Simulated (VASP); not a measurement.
# LiF in VASP: a series of runs

The runs below take LiF through single point, with r2SCAN, PBE.

Everything below comes from runs of VASP 6.6.1. Logs are shortened: lines on timing, memory, paths and dates and some standing lists are left out, and cuts for length are marked.

## 1. The cell of the first run

It takes space group P4/mmm (No. 123, tetragonal). The conventional cell has a = 2.555 Å, b = 2.555 Å, c = 2.516 Å, α = 90.00°, β = 90.00°, γ = 90.00°. Li (site symmetry 4/mmm) has 8 F at 2.20 Å and 6 Li at 2.52 to 2.56 Å within 2.9 Å. F (site symmetry 4/mmm) has 8 Li at 2.20 Å and 6 F at 2.52 to 2.56 Å within 2.9 Å.

## 2. Single point, r2SCAN (biaxial xy strain +1.6%)

POSCAR reads:

```
LiF
1.0
    2.5552604503      0.0000000000      0.0000000000
    0.0000000000      2.5552604503      0.0000000000
    0.0000000000      0.0000000000      2.5162584444
Li F
1 1
Direct
    0.0000000000      0.0000000000      0.0000000000
    0.5000000000      0.5000000000      0.5000000000
```

INCAR.step1 reads:

```
SYSTEM = LiF
  PREC = Accurate
  ENCUT = 520
  ISMEAR = 0
  SIGMA = 0.01
  LREAL = .False.
  LASPH = .True.
  NELM = 100
  NBANDS = 12
  GGA = PE
  ALGO = Normal
  EDIFF = 1E-4
  LWAVE = .True.
  LCHARG = .False.
```

INCAR.step2 reads:

```
SYSTEM = LiF
  PREC = Accurate
  ENCUT = 520
  EDIFF = 1E-7
  ISMEAR = 0
  SIGMA = 0.01
  LREAL = .False.
  LASPH = .True.
  NELM = 100
  ALGO = Normal
  ISIF = 2
  LWAVE = .False.
  LCHARG = .False.
  METAGGA = R2SCAN
  LMIXTAU = .True.
  NBANDS = 12
  ISTART = 1
```

KPOINTS reads:

```
Automatic mesh
0
Gamma
  10 10 10
  0 0 0
```

Potentials or basis: VASP PAW PBE potentials, release 64 (Li_sv, F).

The run is started by

```bash
> cat potpaw_PBE.64/Li_sv/POTCAR potpaw_PBE.64/F/POTCAR > POTCAR
> cp INCAR.step1 INCAR
> mpirun -np 1 vasp_std > vasp.out
> cp INCAR.step2 INCAR
> mpirun -np 1 vasp_std > vasp.out
```

OUTCAR:

```text
SYSTEM = LiF
   PREC = Accurate
   ENCUT = 520
   EDIFF = 1E-7
   ISMEAR = 0
   LREAL = .False.
   LASPH = .True.
   NELM = 100
   ISIF = 2
   METAGGA = R2SCAN
   ISTART = 1

 ion  position               nearest neighbor table
   1  0.000  0.000  0.000-   2 2.20   2 2.20   2 2.20   2 2.20   2 2.20   2 2.20   2 2.20   2 2.20

   2  0.500  0.500  0.500-   1 2.20   1 2.20   1 2.20   1 2.20   1 2.20   1 2.20   1 2.20   1 2.20

  LATTYP: Found a simple tetragonal cell.
 ALAT       =     2.5552604503
 C/A-ratio  =     0.9847365830

  Lattice vectors:

 A1 = (   2.5552604503,   0.0000000000,   0.0000000000)
 A2 = (   0.0000000000,   2.5552604503,   0.0000000000)
 A3 = (   0.0000000000,   0.0000000000,   2.5162584444)

Analysis of symmetry for initial positions (statically):
=====================================================================
 Subroutine PRICEL returns:
 Original cell was already a primitive cell.

 Routine SETGRP: Setting up the symmetry group for a
 simple tetragonal supercell.

 Subroutine GETGRP returns: Found 16 space group operations
 (whereof 16 operations were pure point group operations)
 out of a pool of 16 trial point group operations.

The static configuration has the point symmetry D_4h.

Analysis of symmetry for dynamics (positions and initial velocities):
=====================================================================
 Subroutine PRICEL returns:
 Original cell was already a primitive cell.

 Routine SETGRP: Setting up the symmetry group for a
 simple tetragonal supercell.

 Subroutine GETGRP returns: Found 16 space group operations
 (whereof 16 operations were pure point group operations)
 out of a pool of 16 trial point group operations.

The dynamic configuration has the point symmetry D_4h.

 Subroutine INISYM returns: Found 16 space group operations
 (whereof 16 operations are pure point group operations),
 and found     1 'primitive' translations

----------------------------------------------------------------------------------------

                                     Primitive cell

  volume of cell :      16.4295

  direct lattice vectors                    reciprocal lattice vectors
     2.555260450  0.000000000  0.000000000     0.391349539  0.000000000  0.000000000
     0.000000000  2.555260450  0.000000000     0.000000000  0.391349539  0.000000000
     0.000000000  0.000000000  2.516258444     0.000000000  0.000000000  0.397415457

  length of vectors
     2.555260450  2.555260450  2.516258444     0.391349539  0.391349539  0.397415457

  position of ions in fractional coordinates (direct lattice)
     0.000000000  0.000000000  0.000000000
     0.500000000  0.500000000  0.500000000

  ion indices of the primitive-cell ions
   primitive index   ion index
                 1           1
                 2           2

----------------------------------------------------------------------------------------

 KPOINTS: Automatic mesh

Automatic generation of k-mesh.
 Grid dimensions read from file:
 generate k-points for:   10   10   10

 Generating k-lattice:

  Cartesian coordinates                     Fractional coordinates (reciprocal lattice)
     0.039134954  0.000000000  0.000000000     0.100000000  0.000000000  0.000000000
     0.000000000  0.039134954  0.000000000     0.000000000  0.100000000  0.000000000
     0.000000000  0.000000000  0.039741546     0.000000000  0.000000000  0.100000000

  Length of vectors
     0.039134954  0.039134954  0.039741546

  Shift w.r.t. Gamma in fractional coordinates (k-lattice)
     0.000000000  0.000000000  0.000000000

 Subroutine IBZKPT returns following result:
 ===========================================

 Found    126 irreducible k-points:

 Following reciprocal coordinates:
            Coordinates               Weight
  0.000000  0.000000  0.000000      1.000000
  0.100000  0.000000  0.000000      4.000000
  0.200000  0.000000  0.000000      4.000000
  0.300000  0.000000  0.000000      4.000000
  0.400000  0.000000  0.000000      4.000000
  0.500000  0.000000  0.000000      2.000000
[... 16 lines left out ...]
  0.100000  0.000000  0.100000      8.000000
  0.200000  0.000000  0.100000      8.000000
 [... further k-points ...]
   k-points           NKPTS =    126   k-points in BZ     NKDIM =    126   number of bands    NBANDS=     12
   number of dos      NEDOS =    301   number of ions     NIONS =      2
   total plane-waves  NPLWV =   8000
   dimension x,y,z NGX =    20 NGY =   20 NGZ =   20
   dimension x,y,z NGXF=    40 NGYF=   40 NGZF=   40
   ions per type =               1   1
   NGX,Y,Z   is equivalent  to a cutoff of  13.01, 13.01, 13.21 a.u.
   NGXF,Y,Z  is equivalent  to a cutoff of  26.02, 26.02, 26.43 a.u.
 SYSTEM =  LiF
   PREC   = accura    normal or accurate (medium, high low for compatibility)
   ISTART =      1    job   : 0-new  1-cont  2-samecut
   ICHARG =      0    charge: 1-file 2-atom 10-const
   ISPIN  =      1    spin polarized calculation?
   LNONCOLLINEAR =      F non collinear calculations
   LSORBIT =      F    spin-orbit coupling
   LASPH  =      T    aspherical Exc in radial PAW
   ENCUT  =  520.0 eV  38.22 Ry    6.18 a.u.   4.75  4.75  4.68*2*pi/ulx,y,z
   NELM   =    100;   NELMIN=  2; NELMDL=  0     # of ELM steps
   EDIFF  = 0.1E-06   stopping-criterion for ELM
   LREAL  =      F    real-space projection
   EDIFFG = 0.1E-05   stopping-criterion for IOM
   NSW    =      0    number of steps for IOM
   IBRION =     -1    ionic relax: 0-MD 1-quasi-New 2-CG
   NFREE  =      0    steps in history (QN), initial steepest desc. (CG)
   ISIF   =      2    stress and relaxation
   ISYM   =      2    0-nonsym 1-usesym 2-fastsym
   POTIM  = 0.5000    time-step for ionic-motion
   TEBEG  =    0.0;   TEEND  =   0.0 temperature during run
   PSTRESS=    0.0 pullay stress
   NELECT =      10.0000    total number of electrons
   NUPDOWN=      -1.0000    fix difference up-down
   EMIN   =  10.00;   EMAX   =-10.00  energy-range for DOS
   EFERMI =   0.00;   METHOD = LEGACY
   ISMEAR =     0;   SIGMA  =   0.01  broadening in eV -4-tet -1-fermi 0-gaus
   EFERMI_NEDOS =   21; number of points for ismear=-14 and -15
   IALGO  =     38    algorithm
   IMIX   =      4    mixing-type and parameters
     AMIX     =   0.40;   BMIX     =  1.00
     AMIX_MAG =   1.60;   BMIX_MAG =  1.00
  volume/ion in A,a.u.               =       8.21        55.44
  Fermi-wavevector in a.u.,A,eV,Ry     =   1.387393  2.621793 26.189317  1.924861
  Thomas-Fermi vector in A             =   2.511619
   LORBIT       =      0    0 simple, 1 ext, 2 COOP (PROOUT), +10 PAW based schemes
   METAGGA = R2SCAN    functional components
   LHFCALC =     F    Hartree Fock is set to
   AEXX    =    0.0000 exact exchange contribution
   IVDW    =     0    specifies the selected vdW correction
   LEPSILON=     F    determine dielectric tensor
   LRPA    =     F    only Hartree local field effects (RPA)
 non-spin polarized calculation
 Gauss-broadening in eV      SIGMA  =   0.01
  energy-cutoff  :      520.00
  volume of cell :       16.43
 maximum number of plane-waves:       461
 NGX is ok and might be reduce to    20
   NGX =  9   NGY =  9   NGZ =  9

 number of electron      10.0000019 magnetization

 Free energy of the ion-electron system (eV)
  ---------------------------------------------------
  ext. energy  EPLUGINS =         0.00000000
  ---------------------------------------------------
  free energy    TOTEN  =       -11.26512067 eV

  energy without entropy =      -11.26512067  energy(sigma->0) =      -11.26512067

 E-fermi :  -0.0282     XC(G=0): -10.5732

 val. band max:       -0.2803779477   @ k =   0.5000   0.5000   0.0000
 cond. band min:       8.4587815783   @ k =   0.0000   0.0000   0.0000
 fundamental gap:      8.7391595260
 Fermi energy:        -0.0282407283

 k-point     1 :       0.0000    0.0000    0.0000
  band No.  band energies     occupation
      1     -44.3711      2.00000
      2     -22.3788      2.00000
      3      -1.1139      2.00000
      4      -1.1139      2.00000
      5      -0.9424      2.00000
      6       8.4588      0.00000
      7      19.4660      0.00000
      8      19.8678      0.00000
      9      22.4258      0.00000
     10      22.4258      0.00000
     11      22.8970      0.00000
     12      39.2553      0.00000

 k-point     2 :       0.1000    0.0000    0.0000
  band No.  band energies     occupation
      1     -44.3667      2.00000
      2     -22.3379      2.00000
      3      -1.4616      2.00000
      4      -1.0765      2.00000
      5      -0.9071      2.00000
      6       8.6991      0.00000
      7      18.3151      0.00000
      8      20.0105      0.00000
      9      22.3563      0.00000
     10      22.8428      0.00000
     11      24.2736      0.00000
     12      37.9334      0.00000

 k-point     3 :       0.2000    0.0000    0.0000
  band No.  band energies     occupation
      1     -44.3553      2.00000
      2     -22.2294      2.00000
      3      -2.2903      2.00000
      4      -0.9774      2.00000
      5      -0.8135      2.00000
      6       9.2088      0.00000
      7      16.8116      0.00000
      8      20.7057      0.00000
      9      22.1538      0.00000
     10      22.6810      0.00000
     11      27.5927      0.00000
     12      34.7635      0.00000
[... 286 lines left out ...]
 k-point    23 :       0.1000    0.0000    0.1000
  band No.  band energies     occupation
      1     -44.3619      2.00000
      2     -22.2922      2.00000
      3      -1.4264      2.00000
      4      -1.2698      2.00000
      5      -1.0373      2.00000
      6       8.9404      0.00000
      7      18.1715      0.00000
      8      19.1003      0.00000
      9      22.3360      0.00000
     10      23.5778      0.00000
     11      25.3524      0.00000
     12      35.8071      0.00000

 k-point    24 :       0.2000    0.0000    0.1000
  band No.  band energies     occupation
      1     -44.3507      2.00000
      2     -22.1820      2.00000
      3      -2.2510      2.00000
      4      -1.1793      2.00000
      5      -0.9406      2.00000
      6       9.4922      0.00000
      7      16.7885      0.00000
      8      19.3480      0.00000
      9      22.2091      0.00000
     10      24.1765      0.00000
     11      28.0483      0.00000
     12      33.1373      0.00000

 [... further k-points ...]

------------------------ aborting loop because EDIFF is reached ----------------------------------------

  FORCE on cell =-STRESS in cart. coord.  units (eV):
  Direction    XX          YY          ZZ          XY          YZ          ZX
  --------------------------------------------------------------------------------------
  -------------------------------------------------------------------------------------
  Total       -0.5294773     -0.5294773     -0.0107142      0.0000000      0.0000000      0.0000000
  in kB      -51.6335873    -51.6335873     -1.0448320      0.0000000      0.0000000      0.0000000
  external PRESSURE =     -34.7706689 kB  Pullay stress =       0.0000000 kB

 VOLUME and BASIS-vectors are now :
 -----------------------------------------------------------------------------
  energy-cutoff  :      520.00
  volume of cell :       16.43
      direct lattice vectors                 reciprocal lattice vectors
     2.555260450  0.000000000  0.000000000     0.391349539  0.000000000  0.000000000
     0.000000000  2.555260450  0.000000000     0.000000000  0.391349539  0.000000000
     0.000000000  0.000000000  2.516258444     0.000000000  0.000000000  0.397415457

 POSITION                                       TOTAL-FORCE (eV/Angst)
 -----------------------------------------------------------------------------------
      0.00000      0.00000      0.00000         0.000000      0.000000      0.000000
      1.27763      1.27763      1.25813         0.000000      0.000000      0.000000
 -----------------------------------------------------------------------------------
    total drift:                               -0.000000      0.000000      0.000000

  FREE ENERGIE OF THE ION-ELECTRON SYSTEM (eV)
  ---------------------------------------------------
  free  energy   TOTEN  =       -11.2651206716 eV

  energy  without entropy=      -11.2651206716  energy(sigma->0) =      -11.26512067
```

Wall time 56 s (1 thread of Intel Xeon Platinum 8488C (Sapphire Rapids), shared host); peak memory 0.13 GiB.

Results:

| Property | Result |
| --- | --- |
| Free energy | -11.2651 eV |
| Band gap on the k mesh | 8.74 eV (least direct gap 9.40 eV) |

Caveat: the cell differs from its parent crystal (biaxial xy strain +1.6%); the cutoff is under 1.25 times the usual one of these potentials, so pressure, stress and relaxed cells hold a basis-set (Pulay) error; the structure was generated, so it needn't be the stable form of LiF; the PAW data sets were made with another functional, which shifts forces and pressure a little.

## 3. Single point, PBE (strain along [111] +2.1%)

INCAR reads:

```
SYSTEM = LiF
PREC = Accurate
ENCUT = 520
EDIFF = 1E-6
ISMEAR = -1
SIGMA = 0.02
LREAL = .False.
LASPH = .True.
NELM = 80
ALGO = Normal
ISIF = 2
LWAVE = .False.
LCHARG = .True.
GGA = PE
LELF = .True.
LVHAR = .True.
NBANDS = 12
```

KPOINTS reads:

```
regular mesh
0
Gamma
  10 10 10
  0 0 0
```

POSCAR reads:

```
LiF
1.0
    2.5340400041      0.0177815597      0.0177815597
    0.0177815597      2.5340400041      0.0177815597
    0.0177815597      0.0177815597      2.5340400041
Li F
1 1
Direct
    0.0000000000      0.0000000000      0.0000000000
    0.5000000000      0.5000000000      0.5000000000
```

Potentials or basis: VASP PAW PBE potentials, release 64 (Li_sv, F).

The run is started by

```bash
> cat potpaw_PBE.64/Li_sv/POTCAR potpaw_PBE.64/F/POTCAR > POTCAR
> mpirun -np 1 vasp_std > vasp.out
```

It took 8.9 s on 1 thread of Intel Xeon Platinum 8559C (Emerald Rapids), shared host; peak memory 0.13 GiB.

Results (log left out):

```yaml
Free_energy: -9.0462 eV
Band_gap_on_the_k_mesh: 7.77 eV (least direct gap 8.41 eV)
```

Levels at points of the mesh, in eV from the valence-band top:
```
           k point  band 1  band 2  band 3  band 4  band 5  band 6  band 7  band 8  band 9  band 10
(0.00, 0.00, 0.00)  -42.82  -20.92   -0.73   -0.73   -0.64    7.77   19.03   19.03   21.15    21.31
(0.50, 0.00, 0.00)  -42.77  -20.43   -3.80   -0.31   -0.26    9.27   14.34   20.48   20.64    24.41
(0.50, 0.50, 0.00)  -42.72  -19.87   -3.41   -3.35    0.00   13.56   13.76   14.02   19.70    24.25
(0.50, 0.50, 0.50)  -42.68  -19.41   -2.38   -2.32   -2.32   10.98   11.32   11.32   24.22    24.75
```

Caveat: the cell differs from its parent crystal (strain along [111] +2.1%); the cutoff is under 1.25 times the usual one of these potentials, so pressure, stress and relaxed cells hold a basis-set (Pulay) error; the structure was generated, so it needn't be the stable form of LiF. A k mesh can miss the band edges.

## 4. Single point, PBE (biaxial xy strain +1.6%)

INCAR reads:

```
SYSTEM = LiF
ALGO = Normal ; EDIFF = 1E-6
ENCUT = 520 ; GGA = PE
ISIF = 2 ; ISMEAR = -1
LASPH = .True. ; LCHARG = .True.
LELF = .True. ; LREAL = .False.
LVHAR = .True. ; LWAVE = .False.
NBANDS = 12 ; NELM = 80
PREC = Accurate ; SIGMA = 0.02
```

KPOINTS reads:

```
k-points
0
Gamma
  10 10 10
  0 0 0
```

POSCAR reads:

```
LiF
1.0
    2.5552604503      0.0000000000      0.0000000000
    0.0000000000      2.5552604503      0.0000000000
    0.0000000000      0.0000000000      2.5162584444
Li F
1 1
Direct
    0.0000000000      0.0000000000      0.0000000000
    0.5000000000      0.5000000000      0.5000000000
```

The run is started by

```bash
> cat potpaw_PBE.64/Li_sv/POTCAR potpaw_PBE.64/F/POTCAR > POTCAR
> mpirun -np 1 vasp_std > vasp.out
```

Run time: 9.5 s. Hardware: 1 thread of Intel Xeon Platinum 8559C (Emerald Rapids), shared host; peak memory 0.13 GiB.

The run converged. Its results:

```yaml
Free_energy: -9.0447 eV
Band_gap_on_the_k_mesh: 7.61 eV (least direct gap 8.25 eV)
```

Levels at points of the mesh, in eV from the valence-band top:
```tsv
k point	band 3	band 4	band 5	band 6	band 7	band 8
(0.00, 0.00, 0.00)	-0.82	-0.82	-0.65	7.61	18.70	19.09
(0.50, 0.00, 0.00)	-3.83	-0.41	-0.27	9.18	14.08	20.15
(0.50, 0.50, 0.00)	-3.43	-3.43	0.00	13.33	13.74	13.74
(0.00, 0.00, 0.50)	-3.83	-0.38	-0.38	9.07	14.29	20.32
(0.50, 0.00, 0.50)	-3.42	-3.36	-0.11	13.46	13.60	13.85
(0.50, 0.50, 0.50)	-2.43	-2.36	-2.36	11.01	11.14	11.14
```

Caveat: the cell differs from its parent crystal (biaxial xy strain +1.6%); the cutoff is under 1.25 times the usual one of these potentials, so pressure, stress and relaxed cells hold a basis-set (Pulay) error; the structure was generated, so it needn't be the stable form of LiF. A k mesh can miss the band edges.

## 5. Single point, r2SCAN (strain along [111] +2.1%)

POSCAR reads:

```
LiF
1.0
    2.5340400041      0.0177815597      0.0177815597
    0.0177815597      2.5340400041      0.0177815597
    0.0177815597      0.0177815597      2.5340400041
Li F
1 1
Direct
    0.0000000000      0.0000000000      0.0000000000
    0.5000000000      0.5000000000      0.5000000000
```

INCAR.step1 reads:

```
SYSTEM = LiF
PREC = Accurate ; ENCUT = 520
ISMEAR = 0 ; SIGMA = 0.01
LREAL = .FALSE. ; LASPH = .TRUE.
NELM = 60 ; NBANDS = 12
GGA = PE ; ALGO = Normal
EDIFF = 1E-4 ; LWAVE = .TRUE.
LCHARG = .FALSE.
```

INCAR.step2 reads:

```
SYSTEM = LiF
PREC = Accurate ; ENCUT = 520
EDIFF = 1E-7 ; ISMEAR = 0
SIGMA = 0.01 ; LREAL = .FALSE.
LASPH = .TRUE. ; NELM = 60
ALGO = Normal ; ISIF = 2
LWAVE = .FALSE. ; LCHARG = .TRUE.
METAGGA = R2SCAN ; LMIXTAU = .TRUE.
LELF = .TRUE. ; LVHAR = .TRUE.
NBANDS = 12 ; ISTART = 1
```

KPOINTS reads:

```
Automatic mesh
0
G
  10 10 10
  0 0 0
```

The run is started by

```bash
> cat potpaw_PBE.64/Li_sv/POTCAR potpaw_PBE.64/F/POTCAR > POTCAR
> cp INCAR.step1 INCAR
> mpirun -np 1 vasp_std > vasp.out
> cp INCAR.step2 INCAR
> mpirun -np 1 vasp_std > vasp.out
```

Wall time 52 s (1 thread of Intel Xeon Platinum 8559C (Emerald Rapids), shared host); peak memory 0.13 GiB.

It converged, with:

```yaml
Free_energy: -11.2712 eV
Band_gap_on_the_k_mesh: 8.92 eV (least direct gap 9.57 eV)
```

Levels at points of the mesh, in eV from the valence-band top:
```tsv
k point	band 2	band 3	band 4	band 5	band 6	band 7	band 8	band 9
(0.00, 0.00, 0.00)	-22.06	-0.74	-0.74	-0.65	8.92	20.09	20.09	22.95
(0.50, 0.00, 0.00)	-21.59	-3.80	-0.32	-0.27	10.32	15.72	22.14	22.30
(0.50, 0.50, 0.00)	-21.04	-3.43	-3.37	0.00	14.81	15.00	15.27	20.90
(0.50, 0.50, 0.50)	-20.57	-2.43	-2.37	-2.37	12.04	12.40	12.40	25.69
```

Caveat: the cell differs from its parent crystal (strain along [111] +2.1%); the cutoff is under 1.25 times the usual one of these potentials, so pressure, stress and relaxed cells hold a basis-set (Pulay) error; the structure was generated, so it needn't be the stable form of LiF; the PAW data sets were made with another functional, which shifts forces and pressure a little.

## 6. Overview

| level | cell | smearing | gap on the mesh (eV) |
| --- | --- | --- | --- |
| r2SCAN | a = 2.555, b = 2.555, c = 2.516 Å, 2 atoms | gaussian 0.01 eV | 8.74 |
| PBE | a = 2.534 Å, angles 89.2°, 2 atoms | fermi-dirac 0.02 eV | 7.77 |
| PBE | a = 2.555, b = 2.555, c = 2.516 Å, 2 atoms | fermi-dirac 0.02 eV | 7.61 |
| r2SCAN | a = 2.534 Å, angles 89.2°, 2 atoms | gaussian 0.01 eV | 8.92 |

Alike in all rows: task single point; potentials or basis VASP PAW PBE potentials, release 64 (Li_sv, F); no spin polarisation; k mesh 10 × 10 × 10; cutoff (eV) 520.

Caveats: the cutoff is under 1.25 times the usual one of these potentials, so pressure, stress and relaxed cells hold a basis-set (Pulay) error; the structure was generated, so it needn't be the stable form of LiF; the PAW data sets were made with another functional, which shifts forces and pressure a little (at least some runs).

Absolute energies hang on the potentials; compare differences alone.
